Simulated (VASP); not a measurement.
## Lu: single point with PBE

The system is Lu.

```xyz
4
Lattice="3.4623 0.0000 0.0000 -1.7312 2.9985 0.0000 0.0000 0.0000 11.1491" Properties=species:S:1:pos:R:3 pbc="T T T"
Lu    0.0000    0.0000    0.0000
Lu    0.0000    0.0000    5.5745
Lu    0.0000    1.9990    2.7873
Lu    1.7312    0.9995    8.3618
```

```
Program             : VASP 6.6.1
Task                : single point
Functional          : PBE
Potentials or basis : VASP PAW PBE potentials, release 64 (Lu)
Cutoff              : 520 eV
k mesh              : 14 × 14 × 4
Occupations         : gaussian, width 0.05 eV
Spin                : no spin polarisation
```

```
Pressure               : -0.1 GPa
Band gap on the k mesh : zero (bands 50 and 51 overlap by 1.42 eV)
```

Levels at points of the mesh, in eV from the Fermi level:
```
           k point  band 47  band 48  band 49  band 50  band 51  band 52  band 53  band 54
(0.00, 0.00, 0.00)    -4.47    -2.54     0.44     0.99     1.05     2.03     2.04     2.11
(0.50, 0.00, 0.00)    -1.69    -1.62    -0.61    -0.47    -0.38     0.29     1.00     1.32
(0.00, 0.00, 0.50)    -3.13    -3.13     0.47     0.47     1.90     1.90     2.18     2.18
(0.50, 0.00, 0.50)    -1.80    -1.80    -0.60    -0.60     0.04     0.04     1.38     1.38
```

It took 55 min on 1 thread of Intel Xeon 8259CL, on a shared host, peak memory 0.5 GiB.

Caveat: spin-orbit coupling is left out, which moves the levels of the heavy elements.
